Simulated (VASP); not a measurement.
Set up this calculation in VASP 6.6.1, as the native input.

```yaml
Task: relaxation of the atoms
Functional: r2SCAN
Potentials_or_basis: VASP PAW PBE potentials, release 64 (Be, Li_sv)
Cutoff: 520 eV
k_mesh: 4 × 4 × 1
Occupations: fermi-dirac, width 0.05 eV
Spin: no spin polarisation
Dipole_correction: no
Atoms_held_fixed_from_0: "[0, 1, 2, 3]"
Further_INCAR_settings: ALGO = Normal; EDIFF = 1e-06; IBRION = 2; EDIFFG = -0.08; NSW = 45
```

Slab: LiBe12, a slab with vacuum.

```
Be Li
1.0
     4.58000    0.00000    0.00000
     2.29000    3.96640    0.00000
     0.00000    0.00000   16.58843
Be Li
12 1
Direct
  0.00000 0.00000 0.06028
  0.50000 0.00000 0.06028
  0.00000 0.50000 0.06028
  0.50000 0.50000 0.06028
  0.83333 0.33333 0.16844
  0.33333 0.33333 0.16844
  0.83333 0.83333 0.16844
  0.33333 0.83333 0.16844
  0.00000 0.00000 0.27660
  0.50000 0.00000 0.27660
  0.00000 0.50000 0.27660
  0.50000 0.50000 0.27660
  0.15855 0.68221 0.39174
```

One way to write it, as run:

POSCAR

```
LiBe12
1.0
    4.5800000000      0.0000000000      0.0000000000
    2.2900000000      3.9663960000      0.0000000000
    0.0000000000      0.0000000000     16.5884300000
Be Li
12 1
Selective dynamics
Direct
    0.0000000000      0.0000000000      0.0602830000  F F F
    0.5000000000      0.0000000000      0.0602830000  F F F
    0.0000000000      0.5000000000      0.0602830000  F F F
    0.5000000000      0.5000000000      0.0602830000  F F F
   -0.1666667000      0.3333333000      0.1684436000  T T T
    0.3333333000      0.3333333000      0.1684436000  T T T
   -0.1666667000      0.8333333000      0.1684436000  T T T
    0.3333333000      0.8333333000      0.1684436000  T T T
    0.0000000000      0.0000000000      0.2766042000  T T T
    0.5000000000      0.0000000000      0.2766042000  T T T
    0.0000000000      0.5000000000      0.2766042000  T T T
    0.5000000000      0.5000000000      0.2766042000  T T T
    0.1585520000      0.6822148000      0.3917447000  T T T
```

INCAR.step1

```
SYSTEM = LiBe12
  PREC = Accurate
  ENCUT = 520
  ISMEAR = -1
  SIGMA = 0.05
  LREAL = .False.
  LASPH = .True.
  NELM = 100
  GGA = PE
  ALGO = Normal
  EDIFF = 1E-4
  LWAVE = .True.
  LCHARG = .False.
```

INCAR.step2

```
SYSTEM = LiBe12
  PREC = Accurate
  ENCUT = 520
  EDIFF = 1E-6
  ISMEAR = -1
  SIGMA = 0.05
  LREAL = .False.
  LASPH = .True.
  NELM = 100
  ALGO = Normal
  ISIF = 2
  LWAVE = .False.
  LCHARG = .False.
  METAGGA = R2SCAN
  LMIXTAU = .True.
  IBRION = 2
  NSW = 45
  EDIFFG = -0.08
  ISTART = 1
```

KPOINTS

```
Automatic mesh
0
Gamma
  4 4 1
  0 0 0
```

Potentials or basis: VASP PAW PBE potentials, release 64 (Be, Li_sv).

Launch:

```bash
$ cat potpaw_PBE.64/Be/POTCAR potpaw_PBE.64/Li_sv/POTCAR > POTCAR
$ cp INCAR.step1 INCAR
$ mpirun -np 1 vasp_std > vasp.out
$ cp INCAR.step2 INCAR
$ mpirun -np 1 vasp_std > vasp.out
```

It gave:

```
Energy gained by relaxing : 6.0 meV/atom
Ionic steps               : 6
```

Caveat: the k points lie up to 0.40 Å⁻¹ apart.

It took 16 min on 1 thread of Intel(R) Xeon(R) Platinum 8488C (Sapphire Rapids) (shared host), peak memory 0.47 GiB.
